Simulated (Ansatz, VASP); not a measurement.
## Two plane-wave programs on Ru2F

```
Ru F
1.0
     4.50244    0.00000    0.00000
    -2.25122    3.89922    0.00000
     0.00000    0.00000    2.85501
Ru F
2 1
Direct
  0.33333 0.66667 0.00504
  0.66667 0.33333 0.99496
  0.00000 0.00000 0.50000
```

Change from the starting cell: species swapped into the TmMg2 type (P-3m1, No. 164).

Alike in both runs: task single point; functional PBE; k mesh 6 × 6 × 6; occupations gaussian, width 0.1 eV; collinear spin.

|  | VASP | Ansatz |
| --- | --- | --- |
| version | VASP 6.6.1 | Ansatz 0.2.0 |
| potentials or method | VASP PAW PBE potentials, release 64 (Ru_pv, F), cutoff 520 eV | scalar-relativistic, plane waves, PAW |
| valence electrons in the cell | 35 | 39 |

VASP gave:

* gap on the k mesh at the Fermi level (eV): none
* pressure (GPa): -24.2
* traceless stress, the component that is largest in VASP (GPa): 2.67
* rms of the force components (eV/Å): 0.008
* net moment per atom (μB): 0.25
* size of the moment on the site where the two differ most (μB): 0.34

Question: Which values does Ansatz return?

Answer: gap on the k mesh at the Fermi level (eV): none; pressure (GPa): -24.1; traceless stress, the component that is largest in VASP (GPa): 2.72; rms of the force components (eV/Å): 0.007; net moment per atom (μB): 0.25; size of the moment on the site where the two differ most (μB): 0.33.

Site moments also hang on the region over which each program counts them. Atom by atom the forces differ by 0.000 eV/Å (rms over components). A gap of «none» marks a metal or a gap that the smearing closes. The functional is the same, so the differences come from potentials, cutoffs and numerics. VASP's potentials hold 35 valence electrons a cell and Ansatz's 39, so a difference there can come from the potentials and not from the codes.

The k mesh is coarse, so the values compare programs but aren't converged.
